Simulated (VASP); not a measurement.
# Mg2ZnO3 (P-3m1) in VASP: a series of runs, part 2 of 2

VASP 6.6.1. The steps go on from the part before.

### Step 4. Single point, PBEsol+D4+U

INCAR reads:

```
PREC = Accurate ; ENCUT = 520
EDIFF = 1E-6 ; ISMEAR = 0
SIGMA = 0.01 ; LREAL = F
LASPH = T ; NELM = 150
ALGO = Normal ; ISIF = 2
LWAVE = F ; LCHARG = F
LDAU = T ; LDAUTYPE = 2
LDAUL = -1 2 -1 ; LDAUU = 0 6 0
LDAUJ = 0 0 0 ; LDAUPRINT = 1
GGA = PS ; IVDW = 13
NBANDS = 26
```

KPOINTS reads:

```
regular mesh
0
Gamma
  7 7 3
```

POSCAR reads:

```
Mg2ZnO3
1.0
    3.0329985900      0.0000000000      0.0000000000
   -1.5164993000      2.6266538300      0.0000000000
    0.0000000000      0.0000000000      7.4033160000
Mg Zn O
2 1 3
Direct
    0.3333333291      0.6666666692      0.6657999996
    0.6666666709      0.3333333308      0.3342000004
    0.0000000000      0.0000000000      0.0000000000
    0.3333333291      0.6666666692      0.1726189994
    0.6666666709      0.3333333308      0.8273810006
    0.0000000000      0.0000000000      0.5000000000
```

Potentials or basis: VASP PAW PBE potentials, release 64 (Mg, Zn, O).

Command:

```console
$ cat potpaw_PBE.64/Mg/POTCAR potpaw_PBE.64/Zn/POTCAR potpaw_PBE.64/O/POTCAR > POTCAR
$ mpirun -np 1 vasp_std > vasp.out
```

OUTCAR:

```text
PREC = Accurate
   ENCUT = 520
   EDIFF = 1E-6
   ISMEAR = 0
   LREAL = F
   LASPH = T
   NELM = 150
   ISIF = 2
   GGA = PS
   IVDW = 13

 ion  position               nearest neighbor table
   1  0.333  0.667  0.666-   5 2.12   5 2.12   5 2.12   6 2.14   6 2.14   6 2.14   2 3.02   2 3.02
                             2 3.02   3 3.03   3 3.03   3 3.03
   2  0.667  0.333  0.334-   4 2.12   4 2.12   4 2.12   6 2.14   6 2.14   6 2.14   1 3.02   1 3.02
                             1 3.02   3 3.03   3 3.03   3 3.03
   3  0.000  0.000  0.000-   4 2.17   5 2.17   4 2.17   5 2.17   5 2.17   4 2.17   1 3.03   2 3.03
                             1 3.03   2 3.03   1 3.03   2 3.03
   4  0.333  0.667  0.173-   2 2.12   2 2.12   2 2.12   3 2.17   3 2.17   3 2.17
   5  0.667  0.333  0.827-   1 2.12   1 2.12   1 2.12   3 2.17   3 2.17   3 2.17
   6  0.000  0.000  0.500-   1 2.14   2 2.14   1 2.14   2 2.14   2 2.14   1 2.14

  LATTYP: Found a hexagonal cell.
 ALAT       =     3.0329985900
 C/A-ratio  =     2.4409229943

  Lattice vectors:

 A1 = (   3.0329985900,   0.0000000000,   0.0000000000)
 A2 = (  -1.5164993000,   2.6266538300,   0.0000000000)
 A3 = (   0.0000000000,   0.0000000000,   7.4033160000)

Analysis of symmetry for initial positions (statically):
=====================================================================
 Subroutine PRICEL returns:
 Original cell was already a primitive cell.

 Routine SETGRP: Setting up the symmetry group for a
 hexagonal supercell.

 Subroutine GETGRP returns: Found 12 space group operations
 (whereof 12 operations were pure point group operations)
 out of a pool of 24 trial point group operations.
[... 188 lines left out ...]
  o =  0.9901  v =  0.0000  0.0000  0.0000  0.0000  0.0000  0.0000  0.0000  1.0000  0.0000  0.0000      0.0000  0.0000  0.0000  0.0000  0.0000  0.0000  0.0000  0.0000  0.0000  0.0000
  o =  1.0236  v =  0.0000  0.0000  0.0000  0.0000  0.0000 -0.4478  0.4990 -0.0000  0.6602 -0.3385      0.0000  0.0000  0.0000  0.0000  0.0000  0.0000  0.0000  0.0000  0.0000  0.0000
  o =  1.0236  v = -0.4478  0.4990 -0.0000  0.6602 -0.3385  0.0000  0.0000  0.0000  0.0000  0.0000      0.0000  0.0000  0.0000  0.0000  0.0000  0.0000  0.0000  0.0000  0.0000  0.0000
  o =  1.0236  v =  0.0000  0.0000  0.0000  0.0000  0.0000  0.3385  0.6602  0.0000 -0.4990 -0.4478      0.0000  0.0000  0.0000  0.0000  0.0000  0.0000  0.0000  0.0000  0.0000  0.0000
  o =  1.0236  v =  0.3385  0.6602  0.0000 -0.4990 -0.4478  0.0000  0.0000  0.0000  0.0000  0.0000      0.0000  0.0000  0.0000  0.0000  0.0000  0.0000  0.0000  0.0000  0.0000  0.0000

 number of electron      34.0000020 magnetization

 Free energy of the ion-electron system (eV)
  ---------------------------------------------------
  ext. energy  EPLUGINS =         0.00000000
  ---------------------------------------------------
  free energy    TOTEN  =       -34.42685274 eV

  energy without entropy =      -34.42685274  energy(sigma->0) =      -34.42685274

 E-fermi :   2.4676     XC(G=0): -11.5460

 val. band max:        2.3439293383   @ k =   0.0000   0.0000   0.3333
 cond. band min:       5.4709852659   @ k =   0.0000   0.0000   0.0000
 fundamental gap:      3.1270559276
 Fermi energy:         2.4676344781

 k-point     1 :       0.0000    0.0000    0.0000
  band No.  band energies     occupation
      1     -14.8704      2.00000
      2     -14.0461      2.00000
      3     -13.8506      2.00000
      4      -4.5696      2.00000
      5      -4.5311      2.00000
      6      -4.5311      2.00000
[... 569 lines left out ...]
     25      14.4109      0.00000
     26      14.8698      0.00000

------------------------ aborting loop because EDIFF is reached ----------------------------------------

  DFT-D4 for vdW energy calculation

  Edisp (eV):   -0.66245

  FORCE on cell =-STRESS in cart. coord.  units (eV):
  Direction    XX          YY          ZZ          XY          YZ          ZX
  --------------------------------------------------------------------------------------
  -------------------------------------------------------------------------------------
  Total      -4.29217    -4.29217    -4.33112     0.00000     0.00000     0.00000
  in kB    -116.59671  -116.59671  -117.65471     0.00000     0.00000     0.00000
  external pressure =     -116.95 kB  Pullay stress =        0.00 kB

 VOLUME and BASIS-vectors are now :
 -----------------------------------------------------------------------------
  energy-cutoff  :      520.00
  volume of cell :       58.98
      direct lattice vectors                 reciprocal lattice vectors
     3.032998590  0.000000000  0.000000000     0.329706714  0.190356261  0.000000000
    -1.516499300  2.626653830  0.000000000     0.000000000  0.380712520  0.000000000
     0.000000000  0.000000000  7.403316000     0.000000000  0.000000000  0.135074607

 POSITION                                       TOTAL-FORCE (eV/Angst)
 -----------------------------------------------------------------------------------
     -0.00000      1.75110      4.92913         0.000000      0.000000      0.052278
      1.51650      0.87555      2.47419         0.000000     -0.000000     -0.052278
      0.00000      0.00000      0.00000         0.000000      0.000000     -0.000000
     -0.00000      1.75110      1.27795        -0.000000      0.000000     -0.586219
      1.51650      0.87555      6.12536         0.000000      0.000000      0.586219
      0.00000      0.00000      3.70166         0.000000      0.000000     -0.000000
 -----------------------------------------------------------------------------------
    total drift:                                0.000000      0.000000      0.000000

  FREE ENERGIE OF THE ION-ELECTRON SYSTEM (eV)
  ---------------------------------------------------
  free  energy   TOTEN  =       -35.0893075057 eV

  energy  without entropy=      -35.0893075057  energy(sigma->0) =      -35.08930751
```

OSZICAR:

```text
N       E                     dE             d eps       ncg     rms          rms(c)
DAV:   1     0.268954648257E+03    0.26895E+03   -0.16882E+04  1040   0.154E+03
DAV:   2    -0.968992050506E+01   -0.27864E+03   -0.25585E+03  1144   0.363E+02
DAV:   3    -0.380930472242E+02   -0.28403E+02   -0.28123E+02  1282   0.120E+02
DAV:   4    -0.385262367625E+02   -0.43319E+00   -0.43257E+00  1158   0.160E+01
DAV:   5    -0.385283128041E+02   -0.20760E-02   -0.20759E-02  1214   0.112E+00    0.130E+01
DAV:   6    -0.343027482746E+02    0.42256E+01   -0.10065E+01  1388   0.862E+01    0.795E+00
DAV:   7    -0.344925358819E+02   -0.18979E+00   -0.29189E+00  1094   0.121E+01    0.478E+00
DAV:   8    -0.344582293560E+02    0.34307E-01   -0.40077E-01  1244   0.508E+00    0.167E+00
DAV:   9    -0.344287936880E+02    0.29436E-01   -0.54341E-02  1356   0.252E+00    0.441E-01
DAV:  10    -0.344269024009E+02    0.18913E-02   -0.19389E-02  1076   0.910E-01    0.125E-01
DAV:  11    -0.344268870376E+02    0.15363E-04   -0.15154E-03  1238   0.285E-01    0.549E-02
DAV:  12    -0.344268651673E+02    0.21870E-04   -0.12506E-04  1268   0.115E-01    0.369E-02
DAV:  13    -0.344268529370E+02    0.12230E-04   -0.89319E-05  1258   0.718E-02    0.905E-03
DAV:  14    -0.344268527385E+02    0.19853E-06   -0.60870E-06  1220   0.238E-02
   1 F= -.35089308E+02 E0= -.35089308E+02  d E =-.531736E-70
```

Run time: 26 s. Hardware: 1 thread of Intel Xeon Platinum 8488C (Sapphire Rapids), shared host; peak memory 0.19 GiB.

What came out:

```
Free energy                : -35.0893 eV
Pressure                   : -11.7 GPa
Largest force              : 0.586 eV/Å
Band gap on the k mesh     : 3.13 eV, indirect (least direct gap 3.25 eV)
Dispersion energy per atom : -0.110 eV
```

Forces in eV/Å, atoms in the order of the input:
```
Mg   0.000  0.000  0.052
Mg   0.000  0.000 -0.052
Zn   0.000  0.000  0.000
O    0.000  0.000 -0.586
O    0.000  0.000  0.586
O    0.000  0.000  0.000
```

Levels at points of the mesh, in eV from the valence-band top:
| k point | band 14 | band 15 | band 16 | band 17 | band 18 | band 19 | band 20 | band 21 |
| --- | --- | --- | --- | --- | --- | --- | --- | --- |
| (0.00, 0.00, 0.00) | -0.17 | -0.17 | -0.12 | -0.12 | 3.13 | 6.54 | 6.76 | 11.27 |

Eigenvalues of the final occupation matrices:
| site | spin | trace | eigenvalues |
| --- | --- | --- | --- |
| site 3 d | 1 | 5.02 | 0.99 0.99 0.99 1.02 1.02 |
| site 3 d | 2 | 5.02 | 0.99 0.99 0.99 1.02 1.02 |

Caveat: the PAW data sets were made with another functional, which shifts forces and pressure a little.

### Step 5. The runs side by side

```tsv
U	gap on the mesh (eV)	pressure (GPa)	largest force (eV/Å)
Zn d U = 2.0 eV	2.93	-8.9	0.24
Zn d U = 4.0 eV	3.04	-10.2	0.40
Zn d U = 6.0 eV	3.13	-11.7	0.59
```

Alike in all rows: task single point; level PBEsol+D4+U; potentials or basis VASP PAW PBE potentials, release 64 (Mg, Zn, O); no spin polarisation; cell as given; k mesh 7 × 7 × 3; cutoff (eV) 520; smearing gaussian 0.01 eV.

On the cell as given the gap runs from 2.93 eV (PBEsol+D4+U) to 3.13 eV (PBEsol+D4+U).

Caveats: the PAW data sets were made with another functional, which shifts forces and pressure a little.

Total energies depend on the potentials used, so only differences within one code and one set of settings carry meaning.
